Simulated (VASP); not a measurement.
A run of VASP 6.6.1 is set up as follows.

Contents of INCAR:

```
SYSTEM = Ag3Sb2
PREC = Accurate
ENCUT = 500
EDIFF = 1E-6
ISMEAR = 0
SIGMA = 0.2
LREAL = .False.
LASPH = .True.
NELM = 120
ALGO = Normal
ISIF = 2
LWAVE = .False.
LCHARG = .False.
GGA = PE
NBANDS = 30
GGA_COMPAT = .False.
```

KPOINTS

```
regular mesh
0
Gamma
  4 4 2
  0 0 0
```

The input POSCAR:

```
Ag3Sb2
1.0
    4.3837211126     -0.0000000027      0.0000000000
   -2.1918605540      3.7964138480      0.0000000000
    0.0000000000      0.0000000000      7.2591798831
Ag Sb
3 2
Direct
    0.3333333333      0.6666666667      0.5970337673
    0.6666666667      0.3333333333      0.4029662327
    0.0000000000      0.0000000000      0.0000000000
    0.3333333333      0.6666666667      0.1954237172
    0.6666666667      0.3333333333      0.8045762828
```

Potentials or basis: VASP PAW PBE potentials, release 64 (Ag, Sb).

The run is started by

```sh
$ cat potpaw_PBE.64/Ag/POTCAR potpaw_PBE.64/Sb/POTCAR > POTCAR
$ mpirun -np 1 vasp_std > vasp.out
```

(1) What does it give for the pressure?

(2) What does it give for the band gap on the k mesh?

(3) Estimate the largest force.

Answers

(1) -0.1 GPa.

(2) zero (an odd number of electrons rules out a gap without spin polarisation).

(3) 0.040 eV/Å.

Caveat: the k points lie up to 0.43 Å⁻¹ apart, too coarse for converged energies and pressures of a metal; spin-orbit coupling is left out, which moves the levels of the heavy elements.
